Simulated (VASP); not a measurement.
Wanted: the native input for a VASP 6.6.1 run.

* Task: single point
* Functional: PBE
* Potentials or basis: VASP PAW PBE potentials, release 64 (Zn, O)
* Cutoff: 520 eV
* k mesh: 12 × 12 × 12
* Occupations: gaussian, width 0.02 eV
* Spin: no spin polarisation
* Dipole correction: no
* Further INCAR settings: ALGO = Normal; EDIFF = 1e-07; NBANDS = 16

The structure of ZnO lies in POSCAR:

```
ZnO
1.0
    0.0000000000      2.1429925613      2.1429925613
    2.1429925613      0.0000000000      2.1429925613
    2.1429925613      2.1429925613      0.0000000000
Zn O
1 1
Direct
    0.0000000000      0.0000000000      0.0000000000
    0.5000000000      0.5000000000      0.5000000000
```

This cell differs from its parent crystal: volume scaled by 0.97.

These files were run (other wordings do the same):

INCAR

```
PREC     = Accurate       # precision mode
ENCUT    = 520            # plane-wave cutoff, eV
EDIFF    = 1E-7           # SCF threshold, eV
ISMEAR   = 0              # smearing method
SIGMA    = 0.02           # smearing width, eV
LREAL    = F              # projectors in reciprocal space
LASPH    = T              # aspherical terms in the spheres
NELM     = 100            # most SCF steps
ALGO     = Normal         # electronic algorithm
ISIF     = 2              # what is computed and relaxed
LWAVE    = F              # write WAVECAR
LCHARG   = F              # write CHGCAR
GGA      = PE             # functional
NBANDS   = 16             # bands
```

KPOINTS

```
regular mesh
0
Gamma
  12 12 12
```

Potentials or basis: VASP PAW PBE potentials, release 64 (Zn, O).

The run is started by

```bash
$ cat potpaw_PBE.64/Zn/POTCAR potpaw_PBE.64/O/POTCAR > POTCAR
$ mpirun -np 1 vasp_std > vasp.out
```

Results of the run:

```json
{"Pressure": "6.5 GPa", "Band gap on the k mesh": "0.86 eV, indirect (least direct gap 2.21 eV)"}
```

Wall time 7.8 s on 1 thread of Intel(R) Xeon(R) 6975P-C (Granite Rapids), on a shared host, peak memory 0.15 GiB.
